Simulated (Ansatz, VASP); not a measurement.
**Two plane-wave programs on AlP**

```
Al P
1.0
     0.00000    2.73200    2.73200
     2.73200    0.00000    2.73200
     2.73200    2.73200    0.00000
Al P
1 1
Direct
  0.00000 0.00000 0.00000
  0.25000 0.25000 0.25000
```

Alike in both runs: task single point; functional PBE; k mesh 6 × 6 × 6; occupations gaussian, width 0.1 eV; no spin polarisation.

|  | VASP | Ansatz |
| --- | --- | --- |
| version | VASP 6.6.1 | Ansatz 0.2.0 |
| potentials or method | VASP PAW PBE potentials, release 64 (Al, P), cutoff 500 eV | scalar-relativistic, plane waves, PAW |
| valence electrons in the cell | 8 | 8 |

Ansatz gave:

| Quantity | Value |
| --- | --- |
| gap on the k mesh at the Fermi level (eV) | 1.58 |
| least direct gap on the mesh (eV) | 3.29 |
| pressure (GPa) | 2.1 |

Problem. Estimate VASP's values.

Solution. gap on the k mesh at the Fermi level (eV): 1.58; least direct gap on the mesh (eV): 3.29; pressure (GPa): 2.0.

With one functional, cell and mesh, what is left measures potentials, basis and numerics.
